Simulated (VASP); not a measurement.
# TePb (Fm-3m) in VASP: notebook, part 3 of 3

VASP 6.6.1. Earlier steps stand in the parts before.

## 4. Relaxation of cell and atoms, r2SCAN, target pressure 8 GPa, at which the enthalpy is minimised

Contents of POSCAR:

```
TePb
1.0
    4.5693240000      0.0000000000      0.0000000000
    2.2846620000      3.9571506621      0.0000000000
    2.2846620000      1.3190502207      3.7308374232
Te Pb
1 1
Direct
    0.5000000000      0.5000000000      0.5000000000
    0.0000000000      0.0000000000      0.0000000000
```

Contents of INCAR.step1:

```
PREC = Accurate
ENCUT = 600
ISMEAR = -1
SIGMA = 0.01
LREAL = F
LASPH = T
NELM = 100
GGA = PE
ALGO = Normal
EDIFF = 1E-4
LWAVE = T
LCHARG = F
```

Contents of INCAR.step2:

```
PREC = Accurate
ENCUT = 600
EDIFF = 1E-6
ISMEAR = -1
SIGMA = 0.01
LREAL = F
LASPH = T
NELM = 100
ALGO = Normal
ISIF = 3
LWAVE = F
LCHARG = F
METAGGA = R2SCAN
LMIXTAU = T
IBRION = 2
NSW = 80
EDIFFG = -0.05
PSTRESS = 80.0
ISTART = 1
```

Contents of KPOINTS:

```
regular mesh
0
Gamma
  4 4 4
```

Potentials or basis: VASP PAW PBE potentials, release 64 (Te, Pb_d).

Started as:

```bash
$ cat potpaw_PBE.64/Te/POTCAR potpaw_PBE.64/Pb_d/POTCAR > POTCAR
$ cp INCAR.step1 INCAR
$ mpirun -np 1 vasp_std > vasp.out
$ cp INCAR.step2 INCAR
$ mpirun -np 1 vasp_std > vasp.out
```

OUTCAR:

```text
PREC = Accurate
   ENCUT = 600
   EDIFF = 1E-6
   ISMEAR = -1
   LREAL = F
   LASPH = T
   NELM = 100
   ISIF = 3
   METAGGA = R2SCAN
   IBRION = 2
   NSW = 80
   EDIFFG = -0.05
   PSTRESS = 80.0
   ISTART = 1

 ion  position               nearest neighbor table
   1  0.500  0.500  0.500-   2 3.23   2 3.23   2 3.23   2 3.23   2 3.23   2 3.23
   2  0.000  0.000  0.000-   1 3.23   1 3.23   1 3.23   1 3.23   1 3.23   1 3.23

  LATTYP: Found a face centered cubic cell.
 ALAT       =     6.4619999717

  Lattice vectors:

 A1 = (   4.5693240000,   0.0000000000,   0.0000000000)
 A2 = (   2.2846620000,   3.9571506621,   0.0000000000)
 A3 = (   2.2846620000,   1.3190502207,   3.7308374232)

Analysis of symmetry for initial positions (statically):
=====================================================================
 Subroutine PRICEL returns:
 Original cell was already a primitive cell.

 Routine SETGRP: Setting up the symmetry group for a
 face centered cubic supercell.

 Subroutine GETGRP returns: Found 48 space group operations
 (whereof 48 operations were pure point group operations)
 out of a pool of 48 trial point group operations.

The static configuration has the point symmetry O_h .

Analysis of symmetry for dynamics (positions and initial velocities):
=====================================================================
 Subroutine PRICEL returns:
 Original cell was already a primitive cell.

 Routine SETGRP: Setting up the symmetry group for a
 face centered cubic supercell.

 Subroutine GETGRP returns: Found 48 space group operations
 (whereof 48 operations were pure point group operations)
 out of a pool of 48 trial point group operations.

The dynamic configuration has the point symmetry O_h .

 Subroutine INISYM returns: Found 48 space group operations
 (whereof 48 operations are pure point group operations),
 and found     1 'primitive' translations

----------------------------------------------------------------------------------------

                                     Primitive cell

  volume of cell :      67.4591

  direct lattice vectors                    reciprocal lattice vectors
     4.569324000  0.000000000  0.000000000     0.218850753 -0.126353541 -0.089345446
     2.284662000  3.957150662  0.000000000     0.000000000  0.252707083 -0.089345446
     2.284662000  1.319050221  3.730837423     0.000000000  0.000000000  0.268036338

  length of vectors
     4.569324000  4.569324000  4.569324000     0.268036338  0.268036338  0.268036338

  position of ions in fractional coordinates (direct lattice)
     0.500000000  0.500000000  0.500000000
     0.000000000  0.000000000  0.000000000

  ion indices of the primitive-cell ions
   primitive index   ion index
                 1           1
                 2           2

----------------------------------------------------------------------------------------

 KPOINTS: regular mesh

Automatic generation of k-mesh.
 Grid dimensions read from file:
 generate k-points for:    4    4    4

 Generating k-lattice:

  Cartesian coordinates                     Fractional coordinates (reciprocal lattice)
     0.054712688 -0.031588385 -0.022336361     0.250000000  0.000000000  0.000000000
     0.000000000  0.063176771 -0.022336361     0.000000000  0.250000000  0.000000000
     0.000000000  0.000000000  0.067009084     0.000000000  0.000000000  0.250000000

  Length of vectors
     0.067009084  0.067009084  0.067009084

  Shift w.r.t. Gamma in fractional coordinates (k-lattice)
     0.000000000  0.000000000  0.000000000

 Subroutine IBZKPT returns following result:
 ===========================================

 Found      8 irreducible k-points:

 Following reciprocal coordinates:
            Coordinates               Weight
  0.000000  0.000000  0.000000      1.000000
  0.250000  0.000000 -0.000000      8.000000
  0.500000  0.000000 -0.000000      4.000000
  0.250000  0.250000 -0.000000      6.000000
  0.500000  0.250000 -0.000000     24.000000
 -0.250000  0.250000  0.000000     12.000000
  0.500000  0.500000 -0.000000      3.000000
 -0.250000  0.500000  0.250000      6.000000
   k-points           NKPTS =      8   k-points in BZ     NKDIM =      8   number of bands    NBANDS=     14
   number of dos      NEDOS =    301   number of ions     NIONS =      2
   total plane-waves  NPLWV =  64000
   dimension x,y,z NGX =    40 NGY =   40 NGZ =   40
   dimension x,y,z NGXF=    80 NGYF=   80 NGZF=   80
   ions per type =               1   1
   NGX,Y,Z   is equivalent  to a cutoff of  14.55, 14.55, 14.55 a.u.
   NGXF,Y,Z  is equivalent  to a cutoff of  29.11, 29.11, 29.11 a.u.
 SYSTEM =  unknown system
   PREC   = accura    normal or accurate (medium, high low for compatibility)
   ISTART =      1    job   : 0-new  1-cont  2-samecut
   ICHARG =      0    charge: 1-file 2-atom 10-const
   ISPIN  =      1    spin polarized calculation?
   LNONCOLLINEAR =      F non collinear calculations
   LSORBIT =      F    spin-orbit coupling
   LASPH  =      T    aspherical Exc in radial PAW
   ENCUT  =  600.0 eV  44.10 Ry    6.64 a.u.   9.13  9.13  9.13*2*pi/ulx,y,z
   NELM   =    100;   NELMIN=  2; NELMDL=  0     # of ELM steps
   EDIFF  = 0.1E-05   stopping-criterion for ELM
   LREAL  =      F    real-space projection
   EDIFFG = -.5E-01   stopping-criterion for IOM
   NSW    =     80    number of steps for IOM
   IBRION =      2    ionic relax: 0-MD 1-quasi-New 2-CG
   NFREE  =      1    steps in history (QN), initial steepest desc. (CG)
   ISIF   =      3    stress and relaxation
   ISYM   =      2    0-nonsym 1-usesym 2-fastsym
   POTIM  = 0.5000    time-step for ionic-motion
   TEBEG  =    0.0;   TEEND  =   0.0 temperature during run
   PSTRESS=   80.0 pullay stress
   NELECT =      20.0000    total number of electrons
   NUPDOWN=      -1.0000    fix difference up-down
   EMIN   =  10.00;   EMAX   =-10.00  energy-range for DOS
   EFERMI =   0.00;   METHOD = LEGACY
   ISMEAR =    -1;   SIGMA  =   0.01  broadening in eV -4-tet -1-fermi 0-gaus
   EFERMI_NEDOS =   21; number of points for ismear=-14 and -15
   IALGO  =     38    algorithm
   IMIX   =      4    mixing-type and parameters
     AMIX     =   0.40;   BMIX     =  1.00
     AMIX_MAG =   1.60;   BMIX_MAG =  1.00
  volume/ion in A,a.u.               =      33.73       227.62
  Fermi-wavevector in a.u.,A,eV,Ry     =   1.091619  2.062861 16.213147  1.191633
  Thomas-Fermi vector in A             =   2.227868
   LORBIT       =      0    0 simple, 1 ext, 2 COOP (PROOUT), +10 PAW based schemes
   METAGGA = R2SCAN    functional components
   LHFCALC =     F    Hartree Fock is set to
   AEXX    =    0.0000 exact exchange contribution
   IVDW    =     0    specifies the selected vdW correction
   LEPSILON=     F    determine dielectric tensor
   LRPA    =     F    only Hartree local field effects (RPA)
 conjugate gradient relaxation of ions
 non-spin polarized calculation
  energy-cutoff  :      600.00
  volume of cell :       67.46
 maximum number of plane-waves:      2272
 NGX is ok and might be reduce to    40
   NGX = 19   NGY = 19   NGZ = 19

--------------------------------------- Ionic step        1  -------------------------------------------

 number of electron      19.9999998 magnetization

 Free energy of the ion-electron system (eV)
  ---------------------------------------------------
  ext. energy  EPLUGINS =         0.00000000
  ---------------------------------------------------
  free energy    TOTEN  =       -82.68540932 eV

  energy without entropy =      -82.68540932  energy(sigma->0) =      -82.68540932

 E-fermi :   5.7271     XC(G=0):  -9.8170

 val. band max:        5.5156333532   @ k =   0.5000   0.0000  -0.0000
 cond. band min:       6.5380756953   @ k =   0.5000   0.0000  -0.0000
 fundamental gap:      1.0224423420
 Fermi energy:         5.7270981937

 k-point     1 :       0.0000    0.0000    0.0000
  band No.  band energies     occupation
      1     -11.8697      2.00000
      2     -11.8697      2.00000
      3     -11.8572      2.00000
      4     -11.8572      2.00000
      5     -11.8572      2.00000
      6      -7.0062      2.00000
      7      -0.1226      2.00000
      8       4.0158      2.00000
      9       4.0158      2.00000
     10       4.0158      2.00000
     11       9.8616      0.00000
     12       9.8616      0.00000
     13       9.8616      0.00000
     14      11.6913      0.00000
[... 190 lines left out ...]
  enthalpy is  TOTEN    =       -79.3098096939 eV   P V=        2.7540580317

--------------------------------------- Ionic step        3  -------------------------------------------

 number of electron      19.9999999 magnetization

 Free energy of the ion-electron system (eV)
  ---------------------------------------------------
  ext. energy  EPLUGINS =         0.00000000
  ---------------------------------------------------
  free energy    TOTEN  =       -82.50453315 eV

  energy without entropy =      -82.50453315  energy(sigma->0) =      -82.50453315

 E-fermi :   7.2331     XC(G=0): -10.3166

 val. band max:        6.9815454469   @ k =   0.5000   0.0000  -0.0000
 cond. band min:       7.7378223686   @ k =   0.5000   0.0000  -0.0000
 fundamental gap:      0.7562769217
 Fermi energy:         7.2330921728

 k-point     1 :       0.0000    0.0000    0.0000
  band No.  band energies     occupation
      1     -10.6792      2.00000
      2     -10.6792      2.00000
      3     -10.6558      2.00000
      4     -10.6558      2.00000
      5     -10.6558      2.00000
      6      -6.5511      2.00000
      7       1.5871      2.00000
      8       4.9813      2.00000
      9       4.9813      2.00000
     10       4.9813      2.00000
     11      11.3608      0.00000
     12      11.3608      0.00000
     13      11.3608      0.00000
     14      12.8319      0.00000
[... 146 lines left out ...]
  FREE ENERGIE OF THE ION-ELECTRON SYSTEM (eV)
  ---------------------------------------------------
  free  energy   TOTEN  =       -82.5045331541 eV

  energy  without entropy=      -82.5045331541  energy(sigma->0) =      -82.50453315

  enthalpy is  TOTEN    =       -79.4600626813 eV   P V=        3.0444704728

 reached required accuracy - stopping structural energy minimisation
```

OUTCAR.step1:

```text
PREC = Accurate
   ENCUT = 600
   ISMEAR = -1
   LREAL = F
   LASPH = T
   NELM = 100
[... 336 lines left out ...]
 -----------------------------------------------------------------------------------
      4.56932      2.63810      1.86542         0.000000     -0.000000      0.000000
      0.00000      0.00000      0.00000        -0.000000      0.000000      0.000000
 -----------------------------------------------------------------------------------
    total drift:                               -0.000000      0.000000      0.000000

  FREE ENERGIE OF THE ION-ELECTRON SYSTEM (eV)
  ---------------------------------------------------
  free  energy   TOTEN  =        -7.4938627385 eV

  energy  without entropy=       -7.4938627385  energy(sigma->0) =       -7.49386274
```

Wall time 5 min (1 thread of AMD EPYC 7R13, shared host); peak memory 0.23 GiB.

Results:

```
Free energy                                                : -82.5045 eV
Relaxed volume                                             : 30.49 Å³/atom
Relaxed cell                                               : a = 4.418 Å, b = 4.418 Å, c = 4.418 Å, α = 60.00°, β = 60.00°, γ = 60.00°
Space group after relaxing (to 0.1 Å)                      : Fm-3m (No. 225)
Energy change on relaxing (the run minimises the enthalpy) : +90.4 meV/atom
Ionic steps                                                : 3
Pressure after relaxing                                    : 7.9 GPa
Band gap on the k mesh                                     : 0.76 eV
```

The path:
```tsv
step	energy change (eV)	largest force (eV/Å)	pressure (GPa)	volume (Å³)
1	0.0000	0.0000	1.61	67.46
2	0.6215	0.0000	17.18	55.16
3	0.1809	0.0000	7.86	60.97
```

Final structure:
```
Te Pb
1.0
     4.41790    0.00000    0.00000
     2.20895    3.82601    0.00000
     2.20895    1.27534    3.60720
Te Pb
1 1
Cartesian
  4.4179 2.5507 1.8036
  2.2089 1.2753 3.6072
```

Caveat: the k points lie up to 0.44 Å⁻¹ apart in the final cell; the cell is relaxed towards a set pressure, so the run minimises the enthalpy, not the energy; the PAW data sets were made with another functional, which shifts forces and pressure a little; spin-orbit coupling is left out, which moves the levels of the heavy elements.

## 5. Overview

| cell | gap on the mesh (eV) | pressure (GPa) |
| --- | --- | --- |
| relaxed to 4 GPa | 0.92 | 4.0 |
| relaxed to 6 GPa | 0.83 | 6.0 |
| relaxed to 8 GPa | 0.76 | 7.9 |

Alike in all rows: task relaxation of cell and atoms; level r2SCAN; potentials or basis VASP PAW PBE potentials, release 64 (Te, Pb_d); no spin polarisation; k mesh 4 × 4 × 4; cutoff (eV) 600; smearing fermi-dirac 0.01 eV.

Caveats: all runs use coarse meshes; the cell is relaxed towards a set pressure, so the run minimises the enthalpy, not the energy; the PAW data sets were made with another functional, which shifts forces and pressure a little; spin-orbit coupling is left out, which moves the levels of the heavy elements.

Absolute energies hang on the potentials; compare differences alone.
